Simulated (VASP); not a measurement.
Ca, 1 atom in the cell. Symmetry: P6/mmm, No. 191, hexagonal system. The conventional cell has a = 3.701 Å, b = 3.701 Å, c = 3.442 Å, α = 90.00°, β = 90.00°, γ = 120.00°. Ca (site symmetry 6/mmm) has 8 Ca at 3.44 to 3.70 Å within 4.5 Å. 

```yaml
Program: VASP 6.6.1
Task: single point
Functional: PBEsol
Potentials_or_basis: VASP PAW PBE potentials, release 64 (Ca_sv)
Cutoff: 520 eV
k_mesh: 18 × 18 × 16
Occupations: gaussian, width 0.1 eV
Spin: no spin polarisation
Dipole_correction: no
Further_INCAR_settings: ALGO = Fast; EDIFF = 1e-06; NBANDS = 11
```

Potentials or basis: VASP PAW PBE potentials, release 64 (Ca_sv).

The run is started by

```console
$ cat potpaw_PBE.64/Ca_sv/POTCAR > POTCAR
$ mpirun -np 1 vasp_std > vasp.out
```

Hardware: 1 thread of Oxide Virtual Turin-like Processor (shared host).

Q: Estimate the wall time of this run.

A: Run time: 2.4 min on 1 thread of Oxide Virtual Turin-like Processor, on a shared host, peak memory 0.24 GiB. Counts: scf iterations 13, k points 333.
